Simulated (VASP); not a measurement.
**Al2Pt: single point with PBE**

The system is Al2Pt, a slab with vacuum.

```xyz
9
Lattice="4.2047 0.0000 0.0000 -2.1024 3.6414 0.0000 0.0000 0.0000 16.5829" Properties=species:S:1:pos:R:3 pbc="T T T"
Al    0.0000    0.0000    4.0000
Al    0.0000    2.4276    5.7166
Al    2.1024    1.2138    7.4332
Al    0.0000    0.0000    9.1497
Al    0.0000    2.4276   10.8663
Al    2.1024    1.2138   12.5829
Pt    2.1024    1.2138    4.8583
Pt    0.0000    2.4276    8.2915
Pt    0.0000    0.0000   11.7246
```

| Item | Value |
| --- | --- |
| Program | VASP 6.6.1 |
| Task | single point |
| Functional | PBE |
| Potentials or basis | VASP PAW PBE potentials, release 64 (Al, Pt) |
| Cutoff | 520 eV |
| k mesh | 9 × 9 × 1 |
| Occupations | gaussian, width 0.1 eV |
| Spin | no spin polarisation |

| Item | Value |
| --- | --- |
| Largest force | 0.742 eV/Å |
| Band gap on the k mesh | zero (band 24 reaches 5.81 eV, above the bottom of band 25 at 2.76 eV) |

Forces in eV/Å, atoms in the order of the input:
```
Al   0.000  0.000  0.742
Al   0.000  0.000 -0.205
Al   0.000  0.000 -0.154
Al   0.000  0.000  0.154
Al   0.000  0.000  0.205
Al   0.000  0.000 -0.742
Pt   0.000  0.000 -0.194
Pt   0.000  0.000  0.000
Pt   0.000  0.000  0.194
```

Levels at points of the mesh, in eV from the Fermi level:
```csv
k point,band 20,band 21,band 22,band 23,band 24,band 25,band 26,band 27,band 28,band 29
"(0.00, 0.00, 0.00)",-2.05,0.23,1.47,1.47,2.48,2.63,2.63,3.21,3.54,3.54
```

Wall time 54 s on 1 thread of Intel(R) Xeon(R) 6975P-C (Granite Rapids) (shared host), peak memory 0.38 GiB.

Caveat: spin-orbit coupling is left out, which moves the levels of the heavy elements.
